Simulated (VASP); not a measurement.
# C (Fmmm) in VASP: single point with PBEsol

Aim: the single point of C with PBEsol.

Program: VASP 6.6.1. These are calculated values, not measurements. Logs are shortened: lines on timing, memory, paths and dates and some standing lists are left out, and cuts for length are marked.

## Step 1: The cell of the first run

It takes space group Fmmm (No. 69, orthorhombic). The conventional cell has a = 2.456 Å, b = 4.254 Å, c = 6.696 Å, α = 90.00°, β = 90.00°, γ = 90.00°. C (site symmetry m2m) has 3 C at 1.42 Å within 1.9 Å.

## Step 2: Single point, PBEsol

Contents of INCAR:

```
SYSTEM = C
  ALGO = Normal
  EDIFF = 1E-6
  ENCUT = 520
  GGA = PS
  ISIF = 2
  ISMEAR = 1
  LASPH = .TRUE.
  LCHARG = .FALSE.
  LREAL = .FALSE.
  LWAVE = .FALSE.
  NBANDS = 11
  NELM = 60
  PREC = Accurate
  SIGMA = 0.05
```

Contents of KPOINTS:

```
k-points
0
G
  16 16 16
  0 0 0
```

Contents of POSCAR:

```
C
1.0
    0.0000000000      2.1270000000      3.3480000000
    1.2280000000      0.0000000000      3.3480000000
    1.2280000000      2.1270000000      0.0000000000
C
2
Direct
    0.1666700000      0.8333300000      0.1666700000
    0.8333300000      0.1666700000      0.8333300000
```

Potentials or basis: VASP PAW PBE potentials, release 64 (C).

Command:

```sh
cat potpaw_PBE.64/C/POTCAR > POTCAR
mpirun -np 1 vasp_std > vasp.out
```

OUTCAR:

```text
SYSTEM = C
   EDIFF = 1E-6
   ENCUT = 520
   GGA = PS
   ISIF = 2
   ISMEAR = 1
   LASPH = .TRUE.
   LREAL = .FALSE.
   NELM = 60
   PREC = Accurate

 ion  position               nearest neighbor table
   1  0.167  0.833  0.167-   2 1.42   2 1.42   2 1.42
   2  0.833  0.167  0.833-   1 1.42   1 1.42   1 1.42

  LATTYP: Found a face centered orthorhombic cell.
 ALAT       =     2.4560000000
 B/A-ratio  =     1.7320846906
 C/A-ratio  =     2.7263843648

  Lattice vectors:

 A1 = (   0.0000000000,   2.1270000000,   3.3480000000)
 A2 = (   1.2280000000,   0.0000000000,   3.3480000000)
 A3 = (   1.2280000000,   2.1270000000,   0.0000000000)

Analysis of symmetry for initial positions (statically):
=====================================================================
 Subroutine PRICEL returns:
 Original cell was already a primitive cell.

 Routine SETGRP: Setting up the symmetry group for a
 face centered orthorhombic supercell.

 Subroutine GETGRP returns: Found  8 space group operations
 (whereof  8 operations were pure point group operations)
 out of a pool of  8 trial point group operations.

The static configuration has the point symmetry D_2h.

Analysis of symmetry for dynamics (positions and initial velocities):
=====================================================================
 Subroutine PRICEL returns:
 Original cell was already a primitive cell.

 Routine SETGRP: Setting up the symmetry group for a
 face centered orthorhombic supercell.

 Subroutine GETGRP returns: Found  8 space group operations
 (whereof  8 operations were pure point group operations)
 out of a pool of  8 trial point group operations.

The dynamic configuration has the point symmetry D_2h.

 Subroutine INISYM returns: Found  8 space group operations
 (whereof  8 operations are pure point group operations),
 and found     1 'primitive' translations

----------------------------------------------------------------------------------------

                                     Primitive cell

  volume of cell :      17.4897

  direct lattice vectors                    reciprocal lattice vectors
     0.000000000  2.127000000  3.348000000    -0.407166124  0.235072873  0.149342891
     1.228000000  0.000000000  3.348000000     0.407166124 -0.235072873  0.149342891
     1.228000000  2.127000000  0.000000000     0.407166124  0.235072873 -0.149342891

  length of vectors
     3.966513961  3.566102635  2.456036034     0.493301943  0.493301943  0.493301943

  position of ions in fractional coordinates (direct lattice)
     0.166670000  0.833330000  0.166670000
     0.833330000  0.166670000  0.833330000

  ion indices of the primitive-cell ions
   primitive index   ion index
                 1           1
                 2           2

----------------------------------------------------------------------------------------

 KPOINTS: k-points

Automatic generation of k-mesh.
 Grid dimensions read from file:
 generate k-points for:   16   16   16

 Generating k-lattice:

  Cartesian coordinates                     Fractional coordinates (reciprocal lattice)
    -0.025447883  0.014692055  0.009333931     0.062500000  0.000000000  0.000000000
     0.025447883 -0.014692055  0.009333931     0.000000000  0.062500000  0.000000000
     0.025447883  0.014692055 -0.009333931     0.000000000  0.000000000  0.062500000

  Length of vectors
     0.030831371  0.030831371  0.030831371

  Shift w.r.t. Gamma in fractional coordinates (k-lattice)
     0.000000000  0.000000000  0.000000000

 Subroutine IBZKPT returns following result:
 ===========================================

 Found    621 irreducible k-points:

 Following reciprocal coordinates:
            Coordinates               Weight
  0.000000  0.000000  0.000000      1.000000
  0.062500  0.000000  0.000000      8.000000
  0.125000  0.000000  0.000000      8.000000
  0.187500  0.000000 -0.000000      8.000000
  0.250000  0.000000  0.000000      8.000000
  0.312500  0.000000  0.000000      8.000000
[... 16 lines left out ...]
 -0.125000  0.062500  0.000000      8.000000
 -0.062500  0.062500  0.000000      4.000000
 [... further k-points ...]
   k-points           NKPTS =    621   k-points in BZ     NKDIM =    621   number of bands    NBANDS=     11
   number of dos      NEDOS =    301   number of ions     NIONS =      2
   total plane-waves  NPLWV =  15120
   dimension x,y,z NGX =    30 NGY =   28 NGZ =   18
   dimension x,y,z NGXF=    60 NGYF=   56 NGZF=   36
   ions per type =               2
   NGX,Y,Z   is equivalent  to a cutoff of  12.57, 13.05, 12.18 a.u.
   NGXF,Y,Z  is equivalent  to a cutoff of  25.15, 26.11, 24.37 a.u.
 SYSTEM =  C
   PREC   = accura    normal or accurate (medium, high low for compatibility)
   ISTART =      0    job   : 0-new  1-cont  2-samecut
   ICHARG =      2    charge: 1-file 2-atom 10-const
   ISPIN  =      1    spin polarized calculation?
   LNONCOLLINEAR =      F non collinear calculations
   LSORBIT =      F    spin-orbit coupling
   LASPH  =      T    aspherical Exc in radial PAW
   ENCUT  =  520.0 eV  38.22 Ry    6.18 a.u.   7.38  6.63  4.57*2*pi/ulx,y,z
   NELM   =     60;   NELMIN=  2; NELMDL= -5     # of ELM steps
   EDIFF  = 0.1E-05   stopping-criterion for ELM
   LREAL  =      F    real-space projection
   EDIFFG = 0.1E-04   stopping-criterion for IOM
   NSW    =      0    number of steps for IOM
   IBRION =     -1    ionic relax: 0-MD 1-quasi-New 2-CG
   NFREE  =      0    steps in history (QN), initial steepest desc. (CG)
   ISIF   =      2    stress and relaxation
   ISYM   =      2    0-nonsym 1-usesym 2-fastsym
   POTIM  = 0.5000    time-step for ionic-motion
   TEBEG  =    0.0;   TEEND  =   0.0 temperature during run
   PSTRESS=    0.0 pullay stress
   NELECT =       8.0000    total number of electrons
   NUPDOWN=      -1.0000    fix difference up-down
   EMIN   =  10.00;   EMAX   =-10.00  energy-range for DOS
   EFERMI =   0.00;   METHOD = LEGACY
   ISMEAR =     1;   SIGMA  =   0.05  broadening in eV -4-tet -1-fermi 0-gaus
   EFERMI_NEDOS =   21; number of points for ismear=-14 and -15
   IALGO  =     38    algorithm
   IMIX   =      4    mixing-type and parameters
     AMIX     =   0.40;   BMIX     =  1.00
     AMIX_MAG =   1.60;   BMIX_MAG =  1.00
  volume/ion in A,a.u.               =       8.74        59.01
  Fermi-wavevector in a.u.,A,eV,Ry     =   1.261376  2.383654 21.647797  1.591068
  Thomas-Fermi vector in A             =   2.394838
   LORBIT       =      0    0 simple, 1 ext, 2 COOP (PROOUT), +10 PAW based schemes
   GGA     = PS    functional components
   LHFCALC =     F    Hartree Fock is set to
   AEXX    =    0.0000 exact exchange contribution
   IVDW    =     0    specifies the selected vdW correction
   LEPSILON=     F    determine dielectric tensor
   LRPA    =     F    only Hartree local field effects (RPA)
 non-spin polarized calculation
 Methfessel and Paxton  Order N= 1 SIGMA  =   0.05
  energy-cutoff  :      520.00
  volume of cell :       17.49
 maximum number of plane-waves:       499
 NGX is ok and might be reduce to    30
   NGX = 15   NGY = 13   NGZ =  9

 number of electron       8.0000000 magnetization

 Free energy of the ion-electron system (eV)
  ---------------------------------------------------
  ext. energy  EPLUGINS =         0.00000000
  ---------------------------------------------------
  free energy    TOTEN  =       -19.28119244 eV

  energy without entropy =      -19.28120712  energy(sigma->0) =      -19.28119733

 E-fermi :   4.5146     XC(G=0): -10.5826

 val. band max:        4.4794610885   @ k =   0.4375  -0.1875   0.3125
 cond. band min:       4.6697070931   @ k =   0.0000   0.3125   0.3125
 fundamental gap:      0.1902460046
 Fermi energy:         4.5146339080

 k-point     1 :       0.0000    0.0000    0.0000
  band No.  band energies     occupation
      1     -15.0209      2.00000
      2      -1.9396      2.00000
      3       1.7148      2.00000
      4       1.7393      2.00000
      5       8.7070      0.00000
      6      13.0626      0.00000
      7      13.1376      0.00000
      8      16.2352      0.00000
      9      17.6690      0.00000
     10      27.1629      0.00000
     11      30.2251      0.00000

 k-point     2 :       0.0625    0.0000    0.0000
  band No.  band energies     occupation
      1     -14.9240      2.00000
      2      -1.8569      2.00000
      3       1.3601      2.00000
      4       1.5210      2.00000
      5       8.8697      0.00000
      6      13.1604      0.00000
      7      13.4896      0.00000
      8      15.8855      0.00000
      9      17.8388      0.00000
     10      27.4799      0.00000
     11      29.2466      0.00000

 k-point     3 :       0.1250    0.0000    0.0000
  band No.  band energies     occupation
      1     -14.6346      2.00000
      2      -1.6077      2.00000
      3       0.3559      2.00000
      4       1.0037      2.00000
      5       9.3542      0.00000
      6      13.1934      0.00000
      7      14.6058      0.00000
      8      14.9112      0.00000
      9      18.3871      0.00000
     10      27.1503      0.00000
     11      28.3692      0.00000
[... 267 lines left out ...]
 k-point    23 :      -0.1250    0.0625    0.0000
  band No.  band energies     occupation
      1     -14.1758      2.00000
      2      -1.0453      2.00000
      3      -1.0113      2.00000
      4       0.3404      2.00000
      5       9.7763      0.00000
      6      13.0907      0.00000
      7      13.4395      0.00000
      8      16.2552      0.00000
      9      19.3361      0.00000
     10      25.1088      0.00000
     11      29.3708      0.00000

 k-point    24 :      -0.0625    0.0625    0.0000
  band No.  band energies     occupation
      1     -14.6455      2.00000
      2      -1.5129      2.00000
      3       0.3579      2.00000
      4       1.0037      2.00000
      5       9.1608      0.00000
      6      13.1951      0.00000
      7      14.6086      0.00000
      8      14.8968      0.00000
      9      18.3968      0.00000
     10      27.1457      0.00000
     11      28.3590      0.00000

 [... further k-points ...]

------------------------ aborting loop because EDIFF is reached ----------------------------------------

  FORCE on cell =-STRESS in cart. coord.  units (eV):
  Direction    XX          YY          ZZ          XY          YZ          ZX
  --------------------------------------------------------------------------------------
  -------------------------------------------------------------------------------------
  Total        0.2951288      0.2023543      0.1971096      0.0000000      0.0000000      0.0000000
  in kB       27.0359040     18.5370936     18.0566448      0.0000000      0.0000000      0.0000000
  external PRESSURE =      21.2098808 kB  Pullay stress =       0.0000000 kB

 VOLUME and BASIS-vectors are now :
 -----------------------------------------------------------------------------
  energy-cutoff  :      520.00
  volume of cell :       17.49
      direct lattice vectors                 reciprocal lattice vectors
     0.000000000  2.127000000  3.348000000    -0.407166124  0.235072873  0.149342891
     1.228000000  0.000000000  3.348000000     0.407166124 -0.235072873  0.149342891
     1.228000000  2.127000000  0.000000000     0.407166124  0.235072873 -0.149342891

 POSITION                                       TOTAL-FORCE (eV/Angst)
 -----------------------------------------------------------------------------------
      1.22800      0.70901      3.34800         0.000000     -0.017487      0.000000
      1.22800      3.54499      3.34800         0.000000      0.017487      0.000000
 -----------------------------------------------------------------------------------
    total drift:                               -0.000000     -0.000000     -0.000000

  FREE ENERGIE OF THE ION-ELECTRON SYSTEM (eV)
  ---------------------------------------------------
  free  energy   TOTEN  =       -19.2811924390 eV

  energy  without entropy=      -19.2812071186  energy(sigma->0) =      -19.28119733
```

It took 3.3 min on 1 thread of AMD EPYC 7R43 (Zen 3), shared host; peak memory 0.16 GiB.

What came out:

```yaml
Free_energy: -19.2812 eV
Pressure: 2.1 GPa
Largest_force: 0.017 eV/Å
Band_gap_on_the_k_mesh: 0.19 eV, indirect (least direct gap 0.23 eV)
```

Forces on the atoms (eV/Å):
```
C    0.000 -0.017  0.000
C    0.000  0.017  0.000
```

Stress tensor (GPa, compression positive):
```
2.70 0.00 0.00
0.00 1.85 0.00
0.00 0.00 1.81
```

Levels at points of the mesh, in eV from the valence-band top:
```csv
k point,band 1,band 2,band 3,band 4,band 5,band 6,band 7,band 8,band 9
"(0.00, 0.00, 0.00)",-19.50,-6.42,-2.76,-2.74,4.23,8.58,8.66,11.76,13.19
"(0.50, 0.00, 0.00)",-14.01,-13.08,-6.19,-2.18,1.82,7.69,12.62,13.72,19.36
"(0.50, 0.50, 0.00)",-19.19,-8.46,-2.78,-2.75,8.55,8.62,10.57,11.90,13.04
"(0.50, 0.00, 0.50)",-14.13,-13.17,-6.16,-1.39,2.72,7.91,11.26,11.43,18.17
"(0.00, 0.50, 0.50)",-13.89,-12.98,-6.22,-2.88,1.09,7.49,13.90,17.54,20.08
```

Caveat: the PAW data sets were made with another functional, which shifts forces and pressure a little. A k mesh can miss the band edges.
